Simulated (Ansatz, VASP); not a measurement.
# ZnS in VASP and in Ansatz

Contents of INCAR:

```
SYSTEM = ZnS
ALGO = Normal
EDIFF = 1E-7
ENCUT = 520
GGA = RP
ISIF = 2
ISMEAR = -1
LASPH = .True.
LCHARG = .False.
LREAL = .False.
LWAVE = .False.
NBANDS = 26
NELM = 100
PREC = Accurate
SIGMA = 0.05
```

KPOINTS

```
k-points
0
Gamma
  5 5 3
  0 0 0
```

The input POSCAR:

```
ZnS
1.0
    3.8110000000      0.0000000000      0.0000000000
   -1.9055000000      3.3004228138      0.0000000000
    0.0000000000      0.0000000000      6.2340000000
Zn S
2 2
Direct
    0.6666666667      0.3333333333      0.5000000000
    0.3333333333      0.6666666667      0.0000000000
    0.6666666667      0.3333333333      0.8850000000
    0.3333333333      0.6666666667      0.3850000000
```

input.yaml

```yaml
crystal:
  lattice:
    - [3.811, 0.0, 0.0]
    - [-1.9055, 3.3004228138, 0.0]
    - [0.0, 0.0, 6.234]
  atoms:
    - { symbol: Zn, position: [0.6666666667, 0.3333333333, 0.5] }
    - { symbol: Zn, position: [0.3333333333, 0.6666666667, 0.0] }
    - { symbol: S, position: [0.6666666667, 0.3333333333, 0.885] }
    - { symbol: S, position: [0.3333333333, 0.6666666667, 0.385] }
hamiltonian:
  xc: rpbe
  pseudopotentials: { kind: paw }
kpoints:
  mp_grid: { grid: [5, 5, 3] }
  band_path:
    path:
      - [[0.0, 0.0, 0.0], [0.5, 0.0, 0.0], [0.3333333333, 0.3333333333, 0.0], [0.0, 0.0, 0.0], [0.0, 0.0, 0.5], [0.5, 0.0, 0.5], [0.3333333333, 0.3333333333, 0.5], [0.0, 0.0, 0.5]]
      - [[0.5, 0.0, 0.5], [0.5, 0.0, 0.0]]
      - [[0.3333333333, 0.3333333333, 0.0], [0.3333333333, 0.3333333333, 0.5]]
    npoints: 14
scf:
  occupations: { method: fermi_dirac, width: 0.05 }
  n_extra_bands: 10
output:
  forces: true
  stress: true
  eigenvalues: true
  fatbands: false
```

Alike in both runs: functional RPBE; k mesh 5 × 5 × 3; occupations fermi-dirac, width 0.05 eV; no spin polarisation.

|  | VASP | Ansatz |
| --- | --- | --- |
| version | VASP 6.6.1 | Ansatz 0.2.0 |
| potentials or method | VASP PAW PBE potentials, release 64 (Zn, S) | Ansatz PAW |
| plane-wave cutoff (eV) | 520 | 420 |
| valence electrons in the cell | 36 | 36 |
| task | single point | band structure |

Ansatz gave:

```
gap on the k mesh at the Fermi level (eV)                     : 2.42
least direct gap on the mesh (eV)                             : 2.42
pressure (GPa)                                                : 5.0
traceless stress, the component that is largest in VASP (GPa) : -1.54
rms of the force components (eV/Å)                            : 0.190
```

Q: Which values does VASP return?

A: gap on the k mesh at the Fermi level (eV): 2.42; least direct gap on the mesh (eV): 2.42; pressure (GPa): 5.1; traceless stress, the component that is largest in VASP (GPa): -1.56; rms of the force components (eV/Å): 0.192.

VASP's potentials were made for PBE, not for RPBE. Atom by atom the forces differ by 0.002 eV/Å (rms over components). The functional is the same, so the differences come from potentials, cutoffs and numerics.
